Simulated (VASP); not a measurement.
The system is BiS3.

```xyz
8
Lattice="6.4953 0.0000 0.0000 -3.2477 5.6251 0.0000 0.0000 0.0000 5.2135" Properties=species:S:1:pos:R:3 pbc="T T T"
Bi    0.0000    3.7501    1.3034
Bi    3.2477    1.8750    3.9101
S     3.2477    3.7463    1.3034
S    -1.6206    4.6857    3.9101
S     1.6271    0.9394    1.3034
S     0.0000    1.8788    3.9101
S     4.8682    0.9394    1.3034
S     1.6206    4.6857    3.9101
```

```yaml
Program: VASP 6.6.1
Task: relaxation of cell and atoms
Functional: PBE
Potentials_or_basis: VASP PAW PBE potentials, release 64 (Bi_d, S)
Cutoff: 600 eV
k_mesh: 3 × 3 × 4
Occupations: gaussian, width 0.1 eV
Spin: no spin polarisation
```

At the start: pressure -8.8 GPa; volume 23.81 Å³/atom.

How do energy, volume and symmetry change on relaxing?

Over 23 steps the energy falls by 181.5 meV/atom and the volume is 20.40 Å³/atom (-14.3 %); space group P6_3/mmc (No. 194, to 0.1 Å) before and after.

The path:
| step | energy change (eV) | largest force (eV/Å) | pressure (GPa) | volume (Å³) |
| --- | --- | --- | --- | --- |
| 1 | 0.0000 | 0.4932 | -8.78 | 190.49 |
| 2 | -1.0162 | 0.1104 | 1.61 | 156.75 |
| 3 | -1.0300 | 0.1579 | 0.14 | 159.66 |
| 4 | -1.0296 | 0.1666 | -0.13 | 160.24 |
| 5 | -1.0428 | 0.1527 | -0.12 | 160.38 |
| 6 | -1.0929 | 0.1302 | -0.01 | 160.77 |
| 7 | -1.2384 | 0.0357 | 0.12 | 161.43 |
| 8 | -1.3919 | 0.1834 | 1.50 | 162.24 |
| 9 | -1.3947 | 0.1433 | 1.22 | 162.17 |
| 10 | -1.4063 | 0.1427 | 0.84 | 163.47 |
| 11 | -1.4110 | 0.1261 | 0.24 | 165.81 |
| 12 | -1.4116 | 0.1315 | 0.35 | 165.30 |
| 13 | -1.4145 | 0.1198 | 0.19 | 165.45 |
| 14 | -1.4196 | 0.0881 | -0.27 | 165.90 |
| 15 | -1.4148 | 0.0291 | -1.12 | 166.80 |
| 16 | -1.4203 | 0.0727 | -0.50 | 166.13 |
| 17 | -1.4232 | 0.0718 | -0.46 | 165.85 |
| 18 | -1.4313 | 0.0683 | -0.32 | 165.00 |
| 19 | -1.4428 | 0.0381 | 0.04 | 163.31 |
| 20 | -1.4198 | 0.1325 | 1.05 | 159.96 |
| 21 | -1.4441 | 0.0193 | 0.17 | 162.75 |
| 22 | -1.4495 | 0.0076 | 0.13 | 162.94 |
| 23 | -1.4521 | 0.0107 | 0.11 | 163.19 |

Final structure:
```yaml
crystal:
  lattice:
    - [5.82987, 0.00000, 0.00000]
    - [-2.91494, 5.04882, 0.00000]
    - [0.00000, 0.00000, 5.54418]
  atoms:
    - { symbol: Bi, position: [0.33333, 0.66667, 0.25000] }
    - { symbol: Bi, position: [0.66667, 0.33333, 0.75000] }
    - { symbol: S, position: [0.82392, 0.64784, 0.25000] }
    - { symbol: S, position: [0.17608, 0.82392, 0.75000] }
    - { symbol: S, position: [0.35216, 0.17608, 0.25000] }
    - { symbol: S, position: [0.17608, 0.35216, 0.75000] }
    - { symbol: S, position: [0.82392, 0.17608, 0.25000] }
    - { symbol: S, position: [0.64784, 0.82392, 0.75000] }
```

Caveat: the k points lie up to 0.41 Å⁻¹ apart in the final cell, too coarse for converged energies and pressures of a metal.
